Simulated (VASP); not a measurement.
Here is a VASP 6.6.1 calculation.

The input INCAR:

```
  PREC = Accurate
  ENCUT = 520
  EDIFF = 1E-6
  ISMEAR = 0
  SIGMA = 0.1
  LREAL = False
  LASPH = True
  NELM = 150
  ALGO = Normal
  ISIF = 2
  LWAVE = False
  LCHARG = True
  ISPIN = 2
  MAGMOM = 0.09 0.2
  LORBIT = 11
  GGA = PS
  LELF = True
  LVHAR = True
  NBANDS = 24
```

Contents of KPOINTS:

```
Automatic mesh
0
Gamma
  2 2 2
```

POSCAR

```
GaGe
1.0
    0.0000000000      3.2494862720      3.2494862720
    3.2494862720      0.0000000000      3.2494862720
    3.2494862720      3.2494862720      0.0000000000
Ga Ge
1 1
Direct
    0.7500000000      0.7500000000      0.7500000000
    0.0000000000      0.0000000000      0.0000000000
```

Potentials or basis: VASP PAW PBE potentials, release 64 (Ga_d, Ge_d).

Run with:

```bash
$ cat potpaw_PBE.64/Ga_d/POTCAR potpaw_PBE.64/Ge_d/POTCAR > POTCAR
$ mpirun -np 1 vasp_std > vasp.out
```

Question: What does it give for the site moments?

Answer: Ga +0.07; Ge +0.17 μB.

Question: Predict the pressure.

Answer: -4.3 GPa.

Caveat: the k points lie up to 0.84 Å⁻¹ apart; the PAW data sets were made with another functional, which shifts forces and pressure a little.
